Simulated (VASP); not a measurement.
# PbF2 (Pnma) in VASP: single point with PBE

Aim: the single point of PbF2 with PBE.

Program: VASP 6.6.1. These are calculated values, not measurements. Logs are shortened: lines on timing, memory, paths and dates and some standing lists are left out, and cuts for length are marked.

### Step 1. The cell of the first run

It takes space group Pnma (No. 62, orthorhombic). Conventional cell: a = 6.350 Å, b = 3.858 Å, c = 7.616 Å, α = 90.00°, β = 90.00°, γ = 90.00°. Within 3.2 Å of Pb (site symmetry m) lie 9 F at 2.44 to 2.99 Å. F (site symmetry m) has 4 Pb at 2.44 to 2.59 Å and 8 F at 2.79 to 3.16 Å within 3.2 Å. Within 3.2 Å of F (site symmetry m) lie 5 Pb at 2.44 to 2.99 Å and 8 F at 2.93 to 3.16 Å.

### Step 2. Single point, PBE

File INCAR:

```
PREC = Accurate
ENCUT = 520
EDIFF = 1E-6
ISMEAR = -1
SIGMA = 0.02
LREAL = False
LASPH = True
NELM = 80
ALGO = Normal
ISIF = 2
LWAVE = False
LCHARG = True
GGA = PE
LELF = True
LVHAR = True
NBANDS = 68
```

File KPOINTS:

```
regular mesh
0
Gamma
  4 6 4
```

File POSCAR:

```
PbF2
1.0
    6.3496556904      0.0000000000      0.0000000000
    0.0000000000      3.8581294015      0.0000000000
    0.0000000000      0.0000000000      7.6156099855
Pb F
4 8
Direct
    0.7454229478      0.7500000000      0.1082762692
    0.2545770522      0.2500000000      0.8917237308
    0.7545770522      0.2500000000      0.6082762692
    0.2454229478      0.7500000000      0.3917237308
    0.1404161049      0.7500000000      0.0624382468
    0.8595838951      0.2500000000      0.9375617532
    0.3595838951      0.2500000000      0.5624382468
    0.6404161049      0.7500000000      0.4375617532
    0.5312677362      0.7500000000      0.8427493850
    0.4687322638      0.2500000000      0.1572506150
    0.9687322638      0.2500000000      0.3427493850
    0.0312677362      0.7500000000      0.6572506150
```

Potentials or basis: VASP PAW PBE potentials, release 64 (Pb_d, F).

Run with:

```
$ cat potpaw_PBE.64/Pb_d/POTCAR potpaw_PBE.64/F/POTCAR > POTCAR
$ mpirun -np 1 vasp_std > vasp.out
```

OUTCAR:

```text
PREC = Accurate
   ENCUT = 520
   EDIFF = 1E-6
   ISMEAR = -1
   LREAL = False
   LASPH = True
   NELM = 80
   ISIF = 2
   GGA = PE

 ion  position               nearest neighbor table
   1  0.745  0.750  0.108-   6 2.44   6 2.44   9 2.44   5 2.53   8 2.59  10 2.64  10 2.64  11 2.99
                            11 2.99   4 3.84   4 3.84   2 4.02   2 4.02   2 4.11   2 4.11
   2  0.255  0.250  0.892-   5 2.44   5 2.44  10 2.44   6 2.53   7 2.59   9 2.64   9 2.64  12 2.99
                            12 2.99   3 3.84   3 3.84   1 4.02   1 4.02   1 4.11   1 4.11
   3  0.755  0.250  0.608-   8 2.44   8 2.44  11 2.44   7 2.53   6 2.59  12 2.64  12 2.64   9 2.99
                             9 2.99   2 3.84   2 3.84   4 4.02   4 4.02   4 4.11   4 4.11
   4  0.245  0.750  0.392-   7 2.44   7 2.44  12 2.44   8 2.53   5 2.59  11 2.64  11 2.64  10 2.99
                            10 2.99   1 3.84   1 3.84   3 4.02   3 4.02   3 4.11   3 4.11
   5  0.140  0.750  0.062-   2 2.44   2 2.44   1 2.53   4 2.59
   6  0.860  0.250  0.938-   1 2.44   1 2.44   2 2.53   3 2.59
   7  0.360  0.250  0.562-   4 2.44   4 2.44   3 2.53   2 2.59
   8  0.640  0.750  0.438-   3 2.44   3 2.44   4 2.53   1 2.59
   9  0.531  0.750  0.843-   1 2.44   2 2.64   2 2.64   3 2.99   3 2.99
  10  0.469  0.250  0.157-   2 2.44   1 2.64   1 2.64   4 2.99   4 2.99
  11  0.969  0.250  0.343-   3 2.44   4 2.64   4 2.64   1 2.99   1 2.99
  12  0.031  0.750  0.657-   4 2.44   3 2.64   3 2.64   2 2.99   2 2.99

  LATTYP: Found a simple orthorhombic cell.
 ALAT       =     3.8581294015
 B/A-ratio  =     1.6457860869
 C/A-ratio  =     1.9739125345

  Lattice vectors:

 A1 = (   0.0000000000,  -3.8581294015,   0.0000000000)
 A2 = (   6.3496556904,   0.0000000000,   0.0000000000)
 A3 = (   0.0000000000,   0.0000000000,   7.6156099855)

Analysis of symmetry for initial positions (statically):
=====================================================================
 Subroutine PRICEL returns:
 Original cell was already a primitive cell.

 Routine SETGRP: Setting up the symmetry group for a
 simple orthorhombic supercell.

 Subroutine GETGRP returns: Found  8 space group operations
 (whereof  2 operations were pure point group operations)
 out of a pool of  8 trial point group operations.

The static configuration has the point symmetry S_2 .
 The point group associated with its full space group is D_2h.

Analysis of symmetry for dynamics (positions and initial velocities):
=====================================================================
 Subroutine PRICEL returns:
 Original cell was already a primitive cell.

 Routine SETGRP: Setting up the symmetry group for a
[... 141 lines left out ...]
   EFERMI =   0.00;   METHOD = LEGACY
   ISMEAR =    -1;   SIGMA  =   0.02  broadening in eV -4-tet -1-fermi 0-gaus
   EFERMI_NEDOS =   21; number of points for ismear=-14 and -15
   IALGO  =     38    algorithm
   IMIX   =      4    mixing-type and parameters
     AMIX     =   0.40;   BMIX     =  1.00
     AMIX_MAG =   1.60;   BMIX_MAG =  1.00
  volume/ion in A,a.u.               =      15.55       104.92
  Fermi-wavevector in a.u.,A,eV,Ry     =   1.381032  2.609771 25.949689  1.907248
  Thomas-Fermi vector in A             =   2.505854
   LORBIT       =      0    0 simple, 1 ext, 2 COOP (PROOUT), +10 PAW based schemes
   GGA     = PE    functional components
   LHFCALC =     F    Hartree Fock is set to
   AEXX    =    0.0000 exact exchange contribution
   IVDW    =     0    specifies the selected vdW correction
   LEPSILON=     F    determine dielectric tensor
   LRPA    =     F    only Hartree local field effects (RPA)
 non-spin polarized calculation
  energy-cutoff  :      520.00
  volume of cell :      186.57
 maximum number of plane-waves:      5056
 NGX is ok and might be reduce to    48
   NGX = 23   NGY = 15   NGZ = 29

 number of electron     112.0000036 magnetization

 Free energy of the ion-electron system (eV)
  ---------------------------------------------------
  ext. energy  EPLUGINS =         0.00000000
  ---------------------------------------------------
  free energy    TOTEN  =       -56.89880116 eV

  energy without entropy =      -56.89880116  energy(sigma->0) =      -56.89880116

 E-fermi :   3.4188     XC(G=0): -10.1541

 val. band max:        3.0104494413   @ k =   0.0000   0.3333   0.0000
 cond. band min:       7.2640782449   @ k =   0.0000   0.0000   0.0000
 fundamental gap:      4.2536288036
 Fermi energy:         3.4187607090

 k-point     1 :       0.0000    0.0000    0.0000
  band No.  band energies     occupation
      1     -18.6008      2.00000
      2     -18.4767      2.00000
      3     -18.2153      2.00000
      4     -18.2017      2.00000
      5     -17.8591      2.00000
      6     -17.8345      2.00000
[... 1693 lines left out ...]
     67      10.8245      0.00000
     68      10.8245      0.00000

 [... further k-points ...]

------------------------ aborting loop because EDIFF is reached ----------------------------------------

  FORCE on cell =-STRESS in cart. coord.  units (eV):
  Direction    XX          YY          ZZ          XY          YZ          ZX
  --------------------------------------------------------------------------------------
  -------------------------------------------------------------------------------------
  Total        5.6366213      5.6161117      5.5040609      0.0000000      0.0000000      0.0000000
  in kB       48.4058420     48.2297107     47.2674475      0.0000000      0.0000000      0.0000000
  external PRESSURE =      47.9676667 kB  Pullay stress =       0.0000000 kB

 VOLUME and BASIS-vectors are now :
 -----------------------------------------------------------------------------
  energy-cutoff  :      520.00
  volume of cell :      186.57
      direct lattice vectors                 reciprocal lattice vectors
     6.349655690  0.000000000  0.000000000     0.157488854  0.000000000  0.000000000
     0.000000000  3.858129401  0.000000000     0.000000000  0.259192965  0.000000000
     0.000000000  0.000000000  7.615609985     0.000000000  0.000000000  0.131309245

 POSITION                                       TOTAL-FORCE (eV/Angst)
 -----------------------------------------------------------------------------------
      4.73318      2.89360      0.82459        -0.028379     -0.000000      0.106413
      1.61648      0.96453      6.79102         0.028379      0.000000     -0.106413
      4.79130      0.96453      4.63239         0.028379      0.000000      0.106413
      1.55835      2.89360      2.98322        -0.028379     -0.000000     -0.106413
      0.89159      2.89360      0.47551        -0.002832     -0.000000      0.074087
      5.45806      0.96453      7.14010         0.002832     -0.000000     -0.074087
      2.28323      0.96453      4.28331         0.002832     -0.000000      0.074087
      4.06642      2.89360      3.33230        -0.002832     -0.000000     -0.074087
      3.37337      2.89360      6.41805        -0.020658      0.000000     -0.075946
      2.97629      0.96453      1.19756         0.020658      0.000000      0.075946
      6.15112      0.96453      2.61025         0.020658     -0.000000     -0.075946
      0.19854      2.89360      5.00536        -0.020658     -0.000000      0.075946
 -----------------------------------------------------------------------------------
    total drift:                                0.000000     -0.000000     -0.000000

  FREE ENERGIE OF THE ION-ELECTRON SYSTEM (eV)
  ---------------------------------------------------
  free  energy   TOTEN  =       -56.8988011572 eV

  energy  without entropy=      -56.8988011571  energy(sigma->0) =      -56.89880116
```

OSZICAR:

```text
N       E                     dE             d eps       ncg     rms          rms(c)
DAV:   1     0.176500979061E+04    0.17650E+04   -0.54390E+04  4896   0.201E+03
DAV:   2     0.265277656840E+03   -0.14997E+04   -0.14257E+04  5320   0.587E+02
DAV:   3    -0.414197445074E+02   -0.30670E+03   -0.29233E+03  5740   0.280E+02
DAV:   4    -0.635328718931E+02   -0.22113E+02   -0.21823E+02  6204   0.797E+01
DAV:   5    -0.641466711085E+02   -0.61380E+00   -0.61049E+00  5456   0.136E+01    0.156E+01
DAV:   6    -0.568905910728E+02    0.72561E+01   -0.27559E+01  6732   0.288E+01    0.510E+00
DAV:   7    -0.569227276235E+02   -0.32137E-01   -0.20274E+00  5100   0.556E+00    0.314E+00
DAV:   8    -0.569085042280E+02    0.14223E-01   -0.43711E-01  5108   0.416E+00    0.914E-01
DAV:   9    -0.568962260637E+02    0.12278E-01   -0.61963E-02  7164   0.128E+00    0.171E-01
DAV:  10    -0.568987135459E+02   -0.24875E-02   -0.80760E-03  5632   0.450E-01    0.813E-02
DAV:  11    -0.568987664098E+02   -0.52864E-04   -0.22934E-04  6912   0.114E-01    0.545E-02
DAV:  12    -0.568988018675E+02   -0.35458E-04   -0.25740E-04  5812   0.995E-02    0.134E-02
DAV:  13    -0.568988042216E+02   -0.23541E-05   -0.17760E-05  5704   0.359E-02    0.853E-03
DAV:  14    -0.568988011474E+02    0.30742E-05   -0.42463E-06  4128   0.147E-02    0.218E-03
DAV:  15    -0.568988011572E+02   -0.97243E-08   -0.13849E-06  2660   0.857E-03
   1 F= -.56898801E+02 E0= -.56898801E+02  d E =-.252742E-10
```

stdout:

```text
POSCAR found type information on POSCAR PbF
 POSCAR found :  2 types and      12 ions
 scaLAPACK will be used
 LDA part: xc-table for (Slater+PW92), standard interpolation
 POSCAR, INCAR and KPOINTS ok, starting setup
 FFT: planning ... GRIDC
 FFT: planning ... GRID_SOFT
 FFT: planning ... GRID
 WAVECAR not read
 entering main loop
```

Run time: 8.4 min. Hardware: 1 thread of Intel Xeon 8259CL, shared host; peak memory 0.48 GiB.

Results:

| Item | Value |
| --- | --- |
| Free energy | -56.8988 eV |
| Pressure | 4.8 GPa |
| Largest force | 0.110 eV/Å |
| Band gap on the k mesh | 4.25 eV (least direct gap 4.54 eV) |

Forces on the atoms (eV/Å):
```
Pb  -0.028  0.000  0.106
Pb   0.028  0.000 -0.106
Pb   0.028  0.000  0.106
Pb  -0.028  0.000 -0.106
F   -0.003  0.000  0.074
F    0.003  0.000 -0.074
F    0.003  0.000  0.074
F   -0.003  0.000 -0.074
F   -0.021  0.000 -0.076
F    0.021  0.000  0.076
F    0.021  0.000 -0.076
F   -0.021  0.000  0.076
```

Levels at points of the mesh, in eV from the valence-band top:
```tsv
k point	band 53	band 54	band 55	band 56	band 57	band 58	band 59	band 60
(0.00, 0.00, 0.00)	-1.83	-0.37	-0.29	-0.28	4.25	4.96	5.63	5.75
(0.50, 0.00, 0.00)	-1.00	-1.00	-0.28	-0.28	4.40	4.40	5.46	5.46
(0.00, 0.50, 0.00)	-0.79	-0.79	-0.12	-0.12	4.89	4.89	5.65	5.65
(0.50, 0.50, 0.00)	-0.52	-0.52	-0.52	-0.52	4.95	4.95	4.95	4.95
(0.00, 0.00, 0.50)	-1.23	-1.23	-0.17	-0.17	4.86	4.86	6.02	6.02
(0.50, 0.00, 0.50)	-0.63	-0.63	-0.60	-0.60	4.75	4.75	4.95	4.95
(0.00, 0.50, 0.50)	-0.54	-0.54	-0.17	-0.17	4.46	4.46	6.11	6.11
(0.50, 0.50, 0.50)	-0.46	-0.46	-0.46	-0.46	4.85	4.85	4.85	4.85
```

Caveat: the cell stands under pressure; spin-orbit coupling is left out, which moves the levels of the heavy elements. A k mesh can miss the band edges.
